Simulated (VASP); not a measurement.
Input of a VASP 6.6.1 run:

The input INCAR:

```
PREC = Accurate
ENCUT = 500
EDIFF = 1E-6
ISMEAR = 0
SIGMA = 0.1
LREAL = False
LASPH = True
NELM = 120
ALGO = Normal
ISIF = 2
LWAVE = False
LCHARG = False
GGA = PE
NBANDS = 34
GGA_COMPAT = False
```

The input KPOINTS:

```
regular mesh
0
Gamma
  4 4 4
```

POSCAR

```
SrRu3
1.0
    4.0750251600      0.0000000000      0.0000000000
    0.0000000000      4.0750251600      0.0000000000
    0.0000000000      0.0000000000      4.0750251600
Sr Ru
1 3
Direct
    0.0000000000      0.0000000000      0.0000000000
    0.5000000000      0.0000000000      0.5000000000
    0.0000000000      0.5000000000      0.5000000000
    0.5000000000      0.5000000000      0.0000000000
```

Potentials or basis: VASP PAW PBE potentials, release 64 (Sr_sv, Ru_pv).

Run with:

```console
$ cat potpaw_PBE.64/Sr_sv/POTCAR potpaw_PBE.64/Ru_pv/POTCAR > POTCAR
$ mpirun -np 1 vasp_std > vasp.out
```

(1) Estimate the band gap on the k mesh.

(2) What does it give for the pressure?

Results:

(1) zero (bands 26 and 27 overlap by 2.03 eV).

(2) 5.6 GPa.

Caveat: the k points lie up to 0.39 Å⁻¹ apart, too coarse for converged energies and pressures of a metal.
